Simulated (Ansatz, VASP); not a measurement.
K: VASP beside Ansatz

Contents of INCAR:

```
  ALGO = Fast
  EDIFF = 1E-6
  ENCUT = 520
  GGA = PE
  ISIF = 2
  ISMEAR = 0
  LASPH = True
  LCHARG = False
  LREAL = False
  LWAVE = False
  NBANDS = 10
  NELM = 60
  PREC = Accurate
  SIGMA = 0.15
```

File KPOINTS:

```
k-points
0
Gamma
  14 14 14
```

File POSCAR:

```
K
1.0
   -2.5787300000      2.5787300000      2.6965400000
    2.5787300000     -2.5787300000      2.6965400000
    2.5787300000      2.5787300000     -2.6965400000
K
1
Direct
    0.0000000000      0.0000000000      0.0000000000
```

Input for Ansatz:

```yaml
crystal:
  lattice:
    - [-2.57873, 2.57873, 2.69654]
    - [2.57873, -2.57873, 2.69654]
    - [2.57873, 2.57873, -2.69654]
  atoms:
    - { symbol: K, position: [0.0, 0.0, 0.0] }
basis:
  ecutwfc: 420
kpoints:
  mp_grid: { grid: [14, 14, 14] }
hamiltonian:
  xc: pbe
scf:
  occupations: { method: gaussian, width: 0.15 }
output:
  forces: true
  stress: true
  eigenvalues: true
```

Change from the starting cell: strain -0.015 along x and y, +0.030 along z, atoms carried along.

Alike in both runs: task single point; functional PBE; k mesh 14 × 14 × 14; occupations gaussian, width 0.15 eV; no spin polarisation.

|  | VASP | Ansatz |
| --- | --- | --- |
| version | VASP 6.6.1 | Ansatz 0.2.0 |
| potentials or method | VASP PAW PBE potentials, release 64 (K_sv), cutoff 520 eV | scalar-relativistic, plane waves, PAW |
| valence electrons in the cell | 9 | 9 |

|  | VASP | Ansatz | Ansatz less VASP |
| --- | --- | --- | --- |
| gap on the k mesh at the Fermi level (eV) | none | none | - |
| pressure (GPa) | 0.1 | 0.1 | 0.00 |

A gap of «none» marks a metal or a gap that the smearing closes. The functional is the same, so the differences come from potentials, cutoffs and numerics.
